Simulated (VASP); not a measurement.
Write the native input for VASP 6.6.1 that does the following.

* Task: single point
* Functional: PBE
* Potentials or basis: VASP PAW PBE potentials, release 64 (Ti_sv, C)
* Cutoff: 520 eV
* k mesh: 6 × 6 × 1
* Occupations: gaussian, width 0.1 eV
* Spin: no spin polarisation
* Dipole correction: yes
* Further INCAR settings: ALGO = Normal; EDIFF = 1e-07; NBANDS = 47

The structure of Ti6C lies in POSCAR:

```
Ti6C
1.0
    4.6037402166      0.0000000000      0.0000000000
   -2.3018701083      3.9869559800      0.0000000000
    0.0000000000      0.0000000000     19.9968207969
Ti C
6 1
Direct
    0.6666666666      0.3333333333      0.2000317971
    0.3333333333      0.6666666667      0.2470259940
    0.0000000000      0.0000000000      0.2940201911
    0.6666666666      0.3333333333      0.3353091166
    0.3333333333      0.6666666667      0.3717707096
    0.0000000000      0.0000000000      0.4249085834
    0.2222222222      0.4444444444      0.4547655460
```

One way to write it, as run:

INCAR

```
  PREC = Accurate
  ENCUT = 520
  EDIFF = 1E-7
  ISMEAR = 0
  SIGMA = 0.1
  LREAL = False
  LASPH = True
  NELM = 100
  ALGO = Normal
  ISIF = 2
  LWAVE = False
  LCHARG = False
  LDIPOL = True
  IDIPOL = 3
  DIPOL = 0.5 0.5 0.333
  GGA = PE
  NBANDS = 47
```

KPOINTS

```
Automatic mesh
0
Gamma
  6 6 1
```

Potentials or basis: VASP PAW PBE potentials, release 64 (Ti_sv, C).

Command:

```console
$ cat potpaw_PBE.64/Ti_sv/POTCAR potpaw_PBE.64/C/POTCAR > POTCAR
$ mpirun -np 1 vasp_std > vasp.out
```

It gave:

```yaml
Largest_force: 1.379 eV/Å
Band_gap_on_the_k_mesh: zero (band 38 reaches -0.36 eV, above the bottom of band 39 at -0.54 eV)
```

Wall time 5.4 min on 1 thread of Intel(R) Xeon(R) 6975P-C (Granite Rapids), on a shared host, peak memory 0.51 GiB.
